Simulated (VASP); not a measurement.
Write the native input for VASP 6.6.1 that does the following.

* Task: single point
* Functional: PBEsol
* Potentials or basis: VASP PAW PBE potentials, release 64 (Si, Mg)
* Cutoff: 520 eV
* k mesh: 9 × 9 × 6
* Occupations: fermi-dirac, width 0.05 eV
* Spin: no spin polarisation
* Dipole correction: no
* Further INCAR settings: ALGO = Normal; EDIFF = 1e-07; NBANDS = 14

The structure of MgSi lies in POSCAR:

```
MgSi
1.0
    1.5025120000     -5.4260160000      0.0000000000
    1.5025120000      5.4260160000      0.0000000000
    0.0000000000      0.0000000000      4.3401780000
Si Mg
2 2
Direct
    0.5706380000      0.4293620000      0.7500000000
    0.4293620000      0.5706380000      0.2500000000
    0.1683810000      0.8316190000      0.2500000000
    0.8316190000      0.1683810000      0.7500000000
```

One way to write it, as run:

INCAR

```
SYSTEM = MgSi
PREC     = Accurate       ! precision mode
ENCUT    = 520            ! plane-wave cutoff, eV
EDIFF    = 1E-7           ! SCF threshold, eV
ISMEAR   = -1             ! smearing method
SIGMA    = 0.05           ! smearing width, eV
LREAL    = .False.        ! projectors in reciprocal space
LASPH    = .True.         ! aspherical terms in the spheres
NELM     = 80             ! most SCF steps
ALGO     = Normal         ! electronic algorithm
ISIF     = 2              ! what is computed and relaxed
LWAVE    = .False.        ! write WAVECAR
LCHARG   = .False.        ! write CHGCAR
GGA      = PS             ! functional
NBANDS   = 14             ! bands
```

KPOINTS

```
Automatic mesh
0
Gamma
  9 9 6
  0 0 0
```

Potentials or basis: VASP PAW PBE potentials, release 64 (Si, Mg).

The run is started by

```bash
$ cat potpaw_PBE.64/Si/POTCAR potpaw_PBE.64/Mg/POTCAR > POTCAR
$ mpirun -np 1 vasp_std > vasp.out
```

Results of the run:

The pressure is -1.4 GPa, the largest force is 0.164 eV/Å and the band gap on the k mesh is zero (band 6 reaches 7.74 eV, above the bottom of band 7 at 4.95 eV).

Caveat: the PAW data sets were made with another functional, which shifts forces and pressure a little.

Wall time 120 s on 1 thread of Intel(R) Xeon(R) Platinum 8259CL CPU @ 2.50GHz (Skylake/Cascade Lake), on a shared host, peak memory 0.28 GiB.
